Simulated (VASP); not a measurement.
# Ni3Ge (Pm-3m) in VASP: notebook

The runs below take Ni3Ge through relaxation of cell and atoms, with r2SCAN+D4, r2SCAN.

All numbers are computed with VASP 6.6.1; they aren't measurements. Logs are shortened: lines on timing, memory, paths and dates and some standing lists are left out, and cuts for length are marked.

### 1 The cell of the first run

The structure is cubic, space group Pm-3m (No. 221). The conventional cell has a = 3.530 Å, b = 3.530 Å, c = 3.530 Å, α = 90.00°, β = 90.00°, γ = 90.00°. Ni (site symmetry 4/mmm) has 8 Ni at 2.50 Å and 4 Ge at 2.50 Å within 3.3 Å. Ge (site symmetry m-3m) has 12 Ni at 2.50 Å within 3.3 Å.

### 2 Relaxation of cell and atoms, r2SCAN+D4

Contents of POSCAR:

```
Ni3Ge
1.0
    3.5303341067      0.0000000000      0.0000000000
    0.0000000000      3.5303341067      0.0000000000
    0.0000000000      0.0000000000      3.5303341067
Ni Ge
3 1
Direct
    0.5000000000      0.0000000000      0.5000000000
    0.0000000000      0.5000000000      0.5000000000
    0.5000000000      0.5000000000      0.0000000000
    0.0000000000      0.0000000000      0.0000000000
```

Contents of INCAR.step1:

```
PREC = Accurate ; ENCUT = 660
ISMEAR = 0 ; SIGMA = 0.1
LREAL = F ; LASPH = T
NELM = 120 ; GGA = PE
ALGO = Normal ; EDIFF = 1E-5
LWAVE = T ; LCHARG = F
GGA_COMPAT = F ; IBRION = 2
ISIF = 3 ; EDIFFG = -0.005
NELMIN = 4 ; NSW = 100
```

Contents of INCAR.step2:

```
PREC = Accurate ; ENCUT = 660
EDIFF = 1E-7 ; ISMEAR = 0
SIGMA = 0.1 ; LREAL = F
LASPH = T ; NELM = 120
ALGO = Normal ; ISIF = 3
LWAVE = F ; LCHARG = F
METAGGA = R2SCAN ; LMIXTAU = T
IVDW = 13 ; VDW_S6 = 1.0
VDW_S8 = 0.6018749 ; VDW_A1 = 0.51559235
VDW_A2 = 5.77342911 ; IBRION = 2
NSW = 80 ; EDIFFG = -0.01
ISTART = 1 ; GGA_COMPAT = F
NELMIN = 4
```

Contents of KPOINTS:

```
Automatic mesh
0
Gamma
  12 12 12
```

Potentials or basis: VASP PAW PBE potentials, release 64 (Ni, Ge_d).

Run with:

```bash
$ cat potpaw_PBE.64/Ni/POTCAR potpaw_PBE.64/Ge_d/POTCAR > POTCAR
$ cp INCAR.step1 INCAR
$ mpirun -np 1 vasp_std > vasp.out
$ cp INCAR.step2 INCAR
$ mpirun -np 1 vasp_std > vasp.out
```

OUTCAR:

```text
PREC = Accurate
   ENCUT = 660
   EDIFF = 1E-7
   ISMEAR = 0
   LREAL = F
   LASPH = T
   NELM = 120
   ISIF = 3
   METAGGA = R2SCAN
   IVDW = 13
   IBRION = 2
   NSW = 80
   EDIFFG = -0.01
   ISTART = 1
   NELMIN = 4

 ion  position               nearest neighbor table
   1  0.500  0.000  0.500-   2 2.50   3 2.50   4 2.50   3 2.50   4 2.50   2 2.50   3 2.50   3 2.50
                             2 2.50   4 2.50   4 2.50   2 2.50
   2  0.000  0.500  0.500-   1 2.50   3 2.50   4 2.50   3 2.50   4 2.50   1 2.50   4 2.50   4 2.50
                             1 2.50   3 2.50   3 2.50   1 2.50
   3  0.500  0.500  0.000-   1 2.50   2 2.50   4 2.50   1 2.50   2 2.50   1 2.50   4 2.50   1 2.50
                             2 2.50   4 2.50   2 2.50   4 2.50
   4  0.000  0.000  0.000-   1 2.50   2 2.50   3 2.50   1 2.50   2 2.50   2 2.50   3 2.50   2 2.50
                             1 2.50   3 2.50   1 2.50   3 2.50

  LATTYP: Found a simple cubic cell.
 ALAT       =     3.5303341067

  Lattice vectors:

 A1 = (   3.5303341067,   0.0000000000,   0.0000000000)
 A2 = (   0.0000000000,   3.5303341067,   0.0000000000)
 A3 = (   0.0000000000,   0.0000000000,   3.5303341067)

Analysis of symmetry for initial positions (statically):
=====================================================================
 Subroutine PRICEL returns:
 Original cell was already a primitive cell.

 Routine SETGRP: Setting up the symmetry group for a
 simple cubic supercell.

 Subroutine GETGRP returns: Found 48 space group operations
 (whereof 48 operations were pure point group operations)
 out of a pool of 48 trial point group operations.

The static configuration has the point symmetry O_h .

Analysis of symmetry for dynamics (positions and initial velocities):
=====================================================================
 Subroutine PRICEL returns:
 Original cell was already a primitive cell.

 Routine SETGRP: Setting up the symmetry group for a
 simple cubic supercell.

 Subroutine GETGRP returns: Found 48 space group operations
 (whereof 48 operations were pure point group operations)
 out of a pool of 48 trial point group operations.

The dynamic configuration has the point symmetry O_h .

 Subroutine INISYM returns: Found 48 space group operations
 (whereof 48 operations are pure point group operations),
 and found     1 'primitive' translations

----------------------------------------------------------------------------------------

                                     Primitive cell

  volume of cell :      43.9995

  direct lattice vectors                    reciprocal lattice vectors
     3.530334107  0.000000000  0.000000000     0.283259309  0.000000000  0.000000000
     0.000000000  3.530334107  0.000000000     0.000000000  0.283259309  0.000000000
     0.000000000  0.000000000  3.530334107     0.000000000  0.000000000  0.283259309

  length of vectors
     3.530334107  3.530334107  3.530334107     0.283259309  0.283259309  0.283259309

  position of ions in fractional coordinates (direct lattice)
     0.500000000  0.000000000  0.500000000
     0.000000000  0.500000000  0.500000000
     0.500000000  0.500000000  0.000000000
     0.000000000  0.000000000  0.000000000

  ion indices of the primitive-cell ions
   primitive index   ion index
                 1           1
                 2           2
                 3           3
                 4           4

----------------------------------------------------------------------------------------

 KPOINTS: Automatic mesh

Automatic generation of k-mesh.
 Grid dimensions read from file:
 generate k-points for:   12   12   12

 Generating k-lattice:

  Cartesian coordinates                     Fractional coordinates (reciprocal lattice)
     0.023604942  0.000000000  0.000000000     0.083333333  0.000000000  0.000000000
     0.000000000  0.023604942  0.000000000     0.000000000  0.083333333  0.000000000
     0.000000000  0.000000000  0.023604942     0.000000000  0.000000000  0.083333333

  Length of vectors
     0.023604942  0.023604942  0.023604942

  Shift w.r.t. Gamma in fractional coordinates (k-lattice)
     0.000000000  0.000000000  0.000000000

 Subroutine IBZKPT returns following result:
 ===========================================

 Found     84 irreducible k-points:

 Following reciprocal coordinates:
            Coordinates               Weight
  0.000000  0.000000  0.000000      1.000000
  0.083333  0.000000  0.000000      6.000000
  0.166667  0.000000  0.000000      6.000000
  0.250000  0.000000  0.000000      6.000000
  0.333333  0.000000  0.000000      6.000000
  0.416667  0.000000  0.000000      6.000000
[... 16 lines left out ...]
  0.333333  0.333333  0.000000     12.000000
  0.416667  0.333333  0.000000     24.000000
 [... further k-points ...]
   k-points           NKPTS =     84   k-points in BZ     NKDIM =     84   number of bands    NBANDS=     26
   number of dos      NEDOS =    301   number of ions     NIONS =      4
   total plane-waves  NPLWV =  27000
   dimension x,y,z NGX =    30 NGY =   30 NGZ =   30
   dimension x,y,z NGXF=    60 NGYF=   60 NGZF=   60
   ions per type =               3   1
   NGX,Y,Z   is equivalent  to a cutoff of  14.13, 14.13, 14.13 a.u.
   NGXF,Y,Z  is equivalent  to a cutoff of  28.25, 28.25, 28.25 a.u.
 SYSTEM =  unknown system
   PREC   = accura    normal or accurate (medium, high low for compatibility)
   ISTART =      1    job   : 0-new  1-cont  2-samecut
   ICHARG =      0    charge: 1-file 2-atom 10-const
   ISPIN  =      1    spin polarized calculation?
   LNONCOLLINEAR =      F non collinear calculations
   LSORBIT =      F    spin-orbit coupling
   LASPH  =      T    aspherical Exc in radial PAW
   ENCUT  =  660.0 eV  48.51 Ry    6.96 a.u.   7.40  7.40  7.40*2*pi/ulx,y,z
   NELM   =    120;   NELMIN=  4; NELMDL=  0     # of ELM steps
   EDIFF  = 0.1E-06   stopping-criterion for ELM
   LREAL  =      F    real-space projection
   EDIFFG = -.1E-01   stopping-criterion for IOM
   NSW    =     80    number of steps for IOM
   IBRION =      2    ionic relax: 0-MD 1-quasi-New 2-CG
   NFREE  =      1    steps in history (QN), initial steepest desc. (CG)
   ISIF   =      3    stress and relaxation
   ISYM   =      2    0-nonsym 1-usesym 2-fastsym
   POTIM  = 0.5000    time-step for ionic-motion
   TEBEG  =    0.0;   TEEND  =   0.0 temperature during run
   PSTRESS=    0.0 pullay stress
   NELECT =      44.0000    total number of electrons
   NUPDOWN=      -1.0000    fix difference up-down
   EMIN   =  10.00;   EMAX   =-10.00  energy-range for DOS
   EFERMI =   0.00;   METHOD = LEGACY
   ISMEAR =     0;   SIGMA  =   0.10  broadening in eV -4-tet -1-fermi 0-gaus
   EFERMI_NEDOS =   21; number of points for ismear=-14 and -15
   IALGO  =     38    algorithm
   IMIX   =      4    mixing-type and parameters
     AMIX     =   0.40;   BMIX     =  1.00
     AMIX_MAG =   1.60;   BMIX_MAG =  1.00
  volume/ion in A,a.u.               =      11.00        74.23
  Fermi-wavevector in a.u.,A,eV,Ry     =   1.637105  3.093680 36.465156  2.680113
  Thomas-Fermi vector in A             =   2.728300
   LORBIT       =      0    0 simple, 1 ext, 2 COOP (PROOUT), +10 PAW based schemes
   METAGGA = R2SCAN    functional components
   LHFCALC =     F    Hartree Fock is set to
   AEXX    =    0.0000 exact exchange contribution
   IVDW    =    13    specifies the selected vdW correction
   LEPSILON=     F    determine dielectric tensor
   LRPA    =     F    only Hartree local field effects (RPA)
 conjugate gradient relaxation of ions
 non-spin polarized calculation
 Gauss-broadening in eV      SIGMA  =   0.10
  energy-cutoff  :      660.00
  volume of cell :       44.00
 maximum number of plane-waves:      1743
 NGX is ok and might be reduce to    30
   NGX = 15   NGY = 15   NGZ = 15

--------------------------------------- Ionic step        1  -------------------------------------------

 number of electron      43.9999953 magnetization

 Free energy of the ion-electron system (eV)
  ---------------------------------------------------
  ext. energy  EPLUGINS =         0.00000000
  ---------------------------------------------------
  free energy    TOTEN  =       -50.75743300 eV

  energy without entropy =      -50.74678591  energy(sigma->0) =      -50.75210946

------------------------ aborting loop because EDIFF is reached ----------------------------------------

  DFT-D4 for vdW energy calculation

  Edisp (eV):   -0.67373

  FORCE on cell =-STRESS in cart. coord.  units (eV):
  Direction    XX          YY          ZZ          XY          YZ          ZX
  --------------------------------------------------------------------------------------
  -------------------------------------------------------------------------------------
  Total      -0.41310    -0.41310    -0.41310     0.00000    -0.00000    -0.00000
  in kB     -15.04249   -15.04249   -15.04249     0.00000    -0.00000    -0.00000
  external pressure =      -15.04 kB  Pullay stress =        0.00 kB

 VOLUME and BASIS-vectors are now :
 -----------------------------------------------------------------------------
  energy-cutoff  :      660.00
  volume of cell :       44.00
      direct lattice vectors                 reciprocal lattice vectors
     3.530334107  0.000000000  0.000000000     0.283259309  0.000000000  0.000000000
     0.000000000  3.530334107  0.000000000     0.000000000  0.283259309  0.000000000
     0.000000000  0.000000000  3.530334107     0.000000000  0.000000000  0.283259309
[... 43 lines left out ...]
 POSITION                                       TOTAL-FORCE (eV/Angst)
 -----------------------------------------------------------------------------------
      1.75637     -0.00000      1.75637         0.000000     -0.000000      0.000000
      0.00000      1.75637      1.75637         0.000000      0.000000      0.000000
      1.75637      1.75637     -0.00000         0.000000      0.000000      0.000000
      0.00000      0.00000      0.00000         0.000000      0.000000      0.000000
 -----------------------------------------------------------------------------------
    total drift:                                0.000000      0.000000     -0.000000

  FREE ENERGIE OF THE ION-ELECTRON SYSTEM (eV)
  ---------------------------------------------------
  free  energy   TOTEN  =       -51.4306359443 eV

  energy  without entropy=      -51.4200891719  energy(sigma->0) =      -51.42536256

--------------------------------------- Ionic step        3  -------------------------------------------

 number of electron      43.9999949 magnetization

 Free energy of the ion-electron system (eV)
  ---------------------------------------------------
  ext. energy  EPLUGINS =         0.00000000
  ---------------------------------------------------
  free energy    TOTEN  =       -50.75487679 eV

  energy without entropy =      -50.74427698  energy(sigma->0) =      -50.74957689

 E-fermi :  10.2831     XC(G=0): -14.8014

 val. band max:       10.2812493583   @ k =   0.0833   0.0833   0.0000
 cond. band min:      10.2832606430   @ k =   0.4167   0.4167   0.3333
 fundamental gap:      0.0020112847
 Fermi energy:        10.2831111948

 k-point     1 :       0.0000    0.0000    0.0000
  band No.  band energies     occupation
      1     -15.1565      2.00000
      2     -15.1565      2.00000
      3     -15.1413      2.00000
      4     -15.1413      2.00000
      5     -15.1413      2.00000
      6      -2.8498      2.00000
[... 18 lines left out ...]
     25      14.6428      0.00000
     26      17.4918      0.00000
[... 644 lines left out ...]
      4     -15.1409      2.00000
      5     -15.1181      2.00000
      6      -0.1414      2.00000
[... 18 lines left out ...]
     25      15.0680      0.00000
     26      16.8921      0.00000

 [... further k-points ...]

------------------------ aborting loop because EDIFF is reached ----------------------------------------

  DFT-D4 for vdW energy calculation

  Edisp (eV):   -0.67771

  FORCE on cell =-STRESS in cart. coord.  units (eV):
  Direction    XX          YY          ZZ          XY          YZ          ZX
  --------------------------------------------------------------------------------------
  -------------------------------------------------------------------------------------
  Total       0.01399     0.01399     0.01399    -0.00000     0.00000    -0.00000
  in kB       0.51317     0.51317     0.51317    -0.00000     0.00000    -0.00000
  external pressure =        0.51 kB  Pullay stress =        0.00 kB

 VOLUME and BASIS-vectors are now :
 -----------------------------------------------------------------------------
  energy-cutoff  :      660.00
  volume of cell :       43.69
      direct lattice vectors                 reciprocal lattice vectors
     3.522121003 -0.000000000 -0.000000000     0.283919831  0.000000000  0.000000000
     0.000000000  3.522121003  0.000000000     0.000000000  0.283919831  0.000000000
     0.000000000 -0.000000000  3.522121003     0.000000000  0.000000000  0.283919831

 POSITION                                       TOTAL-FORCE (eV/Angst)
 -----------------------------------------------------------------------------------
      1.76106     -0.00000      1.76106         0.000000     -0.000000      0.000000
      0.00000      1.76106      1.76106         0.000000     -0.000000      0.000000
      1.76106      1.76106     -0.00000         0.000000      0.000000      0.000000
      0.00000      0.00000      0.00000         0.000000      0.000000      0.000000
 -----------------------------------------------------------------------------------
    total drift:                                0.000000      0.000000     -0.000000

  FREE ENERGIE OF THE ION-ELECTRON SYSTEM (eV)
  ---------------------------------------------------
  free  energy   TOTEN  =       -51.4325866314 eV

  energy  without entropy=      -51.4219868196  energy(sigma->0) =      -51.42728673

 reached required accuracy - stopping structural energy minimisation
```

Run time: 42 min. Hardware: 1 thread of Oxide Virtual Turin-like, shared host; peak memory 0.23 GiB.

What came out:

| Item | Value |
| --- | --- |
| Free energy | -51.4326 eV |
| Relaxed volume | 10.92 Å³/atom |
| Relaxed cell | a = 3.522 Å, b = 3.522 Å, c = 3.522 Å, α = 90.00°, β = 90.00°, γ = 90.00° |
| Space group after relaxing (to 0.1 Å) | Pm-3m (No. 221) |
| Energy gained by relaxing | 0.4 meV/atom |
| Ionic steps | 3 |
| Pressure after relaxing | 0.1 GPa |
| Band gap on the k mesh | zero (bands 22 and 23 overlap by 0.27 eV) |
| Dispersion energy per atom | -0.169 eV |

Step by step:
```tsv
step	energy change (eV)	largest force (eV/Å)	pressure (GPa)	volume (Å³)
1	0.0000	0.0000	-1.50	44.00
2	0.0005	0.0000	1.86	43.35
3	-0.0014	0.0000	0.05	43.69
```

Final structure:
```xyz
4
Lattice="3.5221 0.0000 0.0000 0.0000 3.5221 0.0000 0.0000 0.0000 3.5221" Properties=species:S:1:pos:R:3 pbc="T T T"
Ni    1.7611    0.0000    1.7611
Ni    0.0000    1.7611    1.7611
Ni    1.7611    1.7611    0.0000
Ge    0.0000    0.0000    0.0000
```

Levels at points of the mesh, in eV from the Fermi level:
| k point | band 18 | band 19 | band 20 | band 21 | band 22 | band 23 | band 24 | band 25 | band 26 |
| --- | --- | --- | --- | --- | --- | --- | --- | --- | --- |
| (0.00, 0.00, 0.00) | -1.05 | -0.71 | -0.71 | -0.36 | 0.04 | 0.04 | 0.04 | 4.36 | 7.21 |
| (0.50, 0.00, 0.00) | -1.34 | -1.34 | -1.23 | -0.65 | 0.04 | 3.77 | 3.77 | 5.24 | 6.05 |
| (0.50, 0.50, 0.00) | -1.53 | -1.31 | -1.17 | -0.99 | -0.95 | 0.63 | 0.63 | 5.95 | 6.97 |
| (0.50, 0.50, 0.50) | -1.47 | -1.23 | -1.23 | -0.57 | -0.23 | -0.23 | -0.23 | 0.80 | 4.48 |

Caveat: the PAW data sets were made with another functional, which shifts forces and pressure a little.

[end of part 1 of 2]
